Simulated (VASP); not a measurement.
Wanted: the native input for a VASP 6.6.1 run.

```
Task                   : single point
Functional             : PBEsol
Potentials or basis    : VASP PAW PBE potentials, release 64 (Te)
Cutoff                 : 520 eV
k mesh                 : 6 × 6 × 6
Occupations            : fermi-dirac, width 0.032 eV
Spin                   : no spin polarisation
Dipole correction      : no
Further INCAR settings : ALGO = Normal; EDIFF = 1e-07; NBANDS = 9
```

The structure of Te lies in POSCAR:

```
Te
1.0
   -2.0760470000      2.0760470000      2.0760470000
    2.0760470000     -2.0760470000      2.0760470000
    2.0760470000      2.0760470000     -2.0760470000
Te
1
Direct
    0.0000000000      0.0000000000      0.0000000000
```

The input as run:

INCAR

```
SYSTEM = Te
  PREC = Accurate
  ENCUT = 520
  EDIFF = 1E-7
  ISMEAR = -1
  SIGMA = 0.032
  LREAL = .FALSE.
  LASPH = .TRUE.
  NELM = 60
  ALGO = Normal
  ISIF = 2
  LWAVE = .FALSE.
  LCHARG = .FALSE.
  GGA = PS
  NBANDS = 9
```

KPOINTS

```
regular mesh
0
G
  6 6 6
  0 0 0
```

Potentials or basis: VASP PAW PBE potentials, release 64 (Te).

The run is started by

```sh
$ cat potpaw_PBE.64/Te/POTCAR > POTCAR
$ mpirun -np 1 vasp_std > vasp.out
```

It gave:

```
Pressure               : -9.1 GPa
Band gap on the k mesh : zero (band 3 reaches 6.80 eV, above the bottom of band 4 at 2.62 eV)
```

Caveat: the PAW data sets were made with another functional, which shifts forces and pressure a little; spin-orbit coupling is left out, which moves the levels of the heavy elements.

Wall time 3.5 s on 1 thread of Intel(R) Xeon(R) 6975P-C (Granite Rapids), with other jobs on the host, peak memory 0.15 GiB.
